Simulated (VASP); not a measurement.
# RbMgH2 (P6/mmm) in VASP: notebook, part 2 of 2

VASP 6.6.1. The steps go on from the part before.

**4. Relaxation of cell and atoms, PBE**

Input file INCAR:

```
SYSTEM = RbMgH2
ALGO = Normal ; EDIFF = 1E-7
EDIFFG = -0.04 ; ENCUT = 600
GGA = PE ; IBRION = 2
ISIF = 3 ; ISMEAR = 0
LASPH = .True. ; LCHARG = .False.
LREAL = .False. ; LWAVE = .False.
NELM = 100 ; NSW = 90
PREC = Accurate ; SIGMA = 0.1
```

Input file KPOINTS:

```
k-points
0
Gamma
  6 6 4
  0 0 0
```

Input file POSCAR:

```
RbMgH2
1.0
    3.6178603200      0.0000000000      0.0000000000
   -1.8089301600      3.1331589400      0.0000000000
    0.0000000000      0.0000000000      5.6443766300
Rb Mg H
1 1 2
Direct
    0.0000000000      0.0000000000      0.0000000000
    0.0000000000      0.0000000000      0.5000000000
    0.3333333300      0.6666666700      0.0000000000
    0.6666666700      0.3333333300      0.0000000000
```

Potentials or basis: VASP PAW PBE potentials, release 64 (Rb_sv, Mg, H).

The run is started by

```
$ cat potpaw_PBE.64/Rb_sv/POTCAR potpaw_PBE.64/Mg/POTCAR potpaw_PBE.64/H/POTCAR > POTCAR
$ mpirun -np 1 vasp_std > vasp.out
```

OUTCAR:

```text
SYSTEM = RbMgH2
   EDIFF = 1E-7
   EDIFFG = -0.04
   ENCUT = 600
   GGA = PE
   IBRION = 2
   ISIF = 3
   ISMEAR = 0
   LASPH = .True.
   LREAL = .False.
   NELM = 100
   NSW = 90
   PREC = Accurate

 ion  position               nearest neighbor table
   1  0.000  0.000  0.000-   3 2.09   4 2.09   3 2.09   4 2.09   4 2.09   3 2.09   2 2.82   2 2.82
                             2 4.59   2 4.59   2 4.59   2 4.59   2 4.59   2 4.59   2 4.59   2 4.59
   2  0.000  0.000  0.500-   1 2.82   1 2.82   1 4.59   1 4.59   1 4.59   1 4.59   1 4.59   1 4.59
                             1 4.59   1 4.59   1 4.59   1 4.59   1 4.59   1 4.59
   3  0.333  0.667  0.000-   1 2.09   1 2.09   1 2.09
   4  0.667  0.333  0.000-   1 2.09   1 2.09   1 2.09

  LATTYP: Found a hexagonal cell.
 ALAT       =     3.6178603200
 C/A-ratio  =     1.5601422196

  Lattice vectors:

[... 575 lines left out ...]

 number of electron      12.9999998 magnetization

------------------------ aborting loop because EDIFF is reached ----------------------------------------
[... 71 lines left out ...]
--------------------------------------- Ionic step       11  -------------------------------------------

 number of electron      12.9999998 magnetization

 Free energy of the ion-electron system (eV)
  ---------------------------------------------------
  ext. energy  EPLUGINS =         0.00000000
  ---------------------------------------------------
  free energy    TOTEN  =        -5.69439676 eV

  energy without entropy =       -5.68455894  energy(sigma->0) =       -5.68947785

 E-fermi :  -2.0965     XC(G=0):  -5.6440

 val. band max:       -2.1490247155   @ k =   0.3333   0.3333   0.2500
 cond. band min:      -2.0926436712   @ k =   0.3333   0.3333   0.5000
 fundamental gap:      0.0563810444
 Fermi energy:        -2.0965435771

 k-point     1 :       0.0000    0.0000    0.0000
  band No.  band energies     occupation
      1     -27.5636      2.00000
      2     -11.9040      2.00000
      3     -11.5588      2.00000
      4     -11.5588      2.00000
      5      -4.5904      2.00000
      6      -3.7033      2.00000
      7      -0.9212      0.00000
      8      -0.2671      0.00000
      9       3.2002      0.00000
     10       3.6533      0.00000
[... 289 lines left out ...]
  FREE ENERGIE OF THE ION-ELECTRON SYSTEM (eV)
  ---------------------------------------------------
  free  energy   TOTEN  =        -5.6943967586 eV

  energy  without entropy=       -5.6845589439  energy(sigma->0) =       -5.68947785

 reached required accuracy - stopping structural energy minimisation
```

It took 3.2 min on 1 thread of AMD EPYC 7R43 (Zen 3), shared host; peak memory 0.18 GiB.

Results:

```yaml
Free_energy: -5.6944 eV
Relaxed_volume: 38.79 Å³/atom
Relaxed_cell: a = 4.673 Å, b = 4.673 Å, c = 8.204 Å, α = 90.00°, β = 90.00°, γ = 120.00°
Space_group_after_relaxing_to_0.1_Å: P6/mmm (No. 191)
Energy_gained_by_relaxing: 635.4 meV/atom
Ionic_steps: 11
Pressure_after_relaxing: 0.1 GPa
Band_gap_on_the_k_mesh: zero (an odd number of electrons rules out a gap without spin polarisation)
```

The path:
| step | energy change (eV) | largest force (eV/Å) | pressure (GPa) | volume (Å³) |
| --- | --- | --- | --- | --- |
| 1 | 0.0000 | 0.0000 | 16.38 | 63.98 |
| 2 | -1.2325 | 0.0000 | 7.85 | 80.34 |
| 3 | -2.1677 | 0.0000 | 2.84 | 108.76 |
| 4 | -2.2281 | 0.0000 | -0.91 | 184.04 |
| 5 | -2.3845 | 0.0000 | -0.19 | 150.53 |
| 6 | -2.3940 | 0.0000 | 0.23 | 139.98 |
| 7 | -2.4595 | 0.0000 | 0.16 | 142.89 |
| 8 | -2.5316 | 0.0000 | 0.15 | 149.03 |
| 9 | -2.5383 | 0.0000 | 0.19 | 151.10 |
| 10 | -2.5386 | 0.0000 | 0.22 | 151.85 |
| 11 | -2.5416 | 0.0000 | 0.08 | 155.16 |

Final structure:
```
CELL_PARAMETERS angstrom
4.67310 0.00000 0.00000
-2.33655 4.04702 0.00000
0.00000 0.00000 8.20412
ATOMIC_POSITIONS crystal
Rb 0.00000 0.00000 0.00000
Mg 0.00000 0.00000 0.50000
H 0.33333 0.66667 0.00000
H 0.66667 0.33333 0.00000
```

Levels at points of the mesh, in eV from the Fermi level:
```tsv
k point	band 3	band 4	band 5	band 6	band 7	band 8	band 9	band 10
(0.00, 0.00, 0.00)	-9.46	-9.46	-2.49	-1.61	1.18	1.83	5.30	5.75
(0.50, 0.00, 0.00)	-9.75	-9.51	-0.73	-0.50	-0.25	1.42	3.32	3.95
(0.00, 0.00, 0.50)	-9.46	-9.46	-2.34	-1.80	1.18	1.89	5.66	5.66
(0.50, 0.00, 0.50)	-9.75	-9.51	-0.62	-0.48	-0.30	1.23	2.88	4.45
```

Caveat: the volume moved by over 15 % at a fixed basis, so the end points are rough.

**5. Single point, PBE**

This run uses another cell than the first one, of 44.61 Å³/atom.

Input file INCAR:

```
  ALGO = Normal
  EDIFF = 1E-7
  ENCUT = 520
  GGA = PE
  ISIF = 2
  ISMEAR = 0
  LASPH = T
  LCHARG = F
  LREAL = F
  LWAVE = F
  NBANDS = 14
  NELM = 100
  PREC = Accurate
  SIGMA = 0.1
```

Input file KPOINTS:

```
k-points
0
Gamma
  12 12 6
```

Input file POSCAR:

```
RbMgH2
1.0
    4.7319937907      0.0000000000      0.0000000000
   -2.3659968953      4.0980268333      0.0000000000
    0.0000000000      0.0000000000      9.2019921387
Rb Mg H
1 1 2
Direct
    0.0000000000      0.0000000000      0.0000000000
    0.0000000000      0.0000000000      0.5000000000
    0.3333333333      0.6666666667      0.0000000000
    0.6666666667      0.3333333333      0.0000000000
```

The run is started by

```
$ cat potpaw_PBE.64/Rb_sv/POTCAR potpaw_PBE.64/Mg/POTCAR potpaw_PBE.64/H/POTCAR > POTCAR
$ mpirun -np 1 vasp_std > vasp.out
```

Run time: 3.3 min. Hardware: 1 thread of AMD EPYC 7R43 (Zen 3), shared host; peak memory 0.39 GiB.

It converged, with:

| Item | Value |
| --- | --- |
| Free energy | -5.7767 eV |
| Pressure | 0.0 GPa |
| Band gap on the k mesh | zero (an odd number of electrons rules out a gap without spin polarisation) |

Levels at points of the mesh, in eV from the Fermi level:
| k point | band 2 | band 3 | band 4 | band 5 | band 6 | band 7 | band 8 | band 9 | band 10 | band 11 |
| --- | --- | --- | --- | --- | --- | --- | --- | --- | --- | --- |
| (0.00, 0.00, 0.00) | -9.78 | -9.46 | -9.46 | -2.27 | -1.62 | 1.18 | 1.79 | 4.75 | 5.66 | 5.66 |
| (0.50, 0.00, 0.00) | -9.75 | -9.71 | -9.50 | -0.58 | -0.46 | -0.25 | 1.43 | 3.23 | 4.09 | 4.48 |
| (0.00, 0.00, 0.50) | -9.78 | -9.46 | -9.46 | -2.20 | -1.72 | 1.18 | 1.87 | 4.46 | 5.63 | 5.63 |
| (0.50, 0.00, 0.50) | -9.75 | -9.71 | -9.50 | -0.53 | -0.45 | -0.29 | 1.35 | 3.00 | 4.46 | 5.15 |

**6. Summary**

```tsv
task	cell	k mesh	cutoff (eV)	gap on the mesh (eV)	pressure (GPa)
single point	a = 3.618, b = 3.618, c = 5.644 Å, angles 90.0, 90.0, 120.0°, 4 atoms	6 × 6 × 4	520	none	16.3
single point	a = 4.721, b = 4.721, c = 8.595 Å, angles 90.0, 90.0, 120.0°, 4 atoms	6 × 6 × 4	520	none	0.1
relaxation of cell and atoms	relaxed from a = 3.618, b = 3.618, c = 5.644 Å, angles 90.0, 90.0, 120.0°, 4 atoms	6 × 6 × 4	600	none	0.1
single point	a = 4.732, b = 4.732, c = 9.202 Å, angles 90.0, 90.0, 120.0°, 4 atoms	12 × 12 × 6	520	none	0.0
```

Alike in all rows: level PBE; potentials or basis VASP PAW PBE potentials, release 64 (Rb_sv, Mg, H); no spin polarisation; smearing gaussian 0.1 eV.

Caveats: the cell stands under pressure (at least some runs); the volume moved by over 15 % at a fixed basis, so the end points are rough (at least some runs).

Total energies depend on the potentials used, so only differences within one code and one set of settings carry meaning.
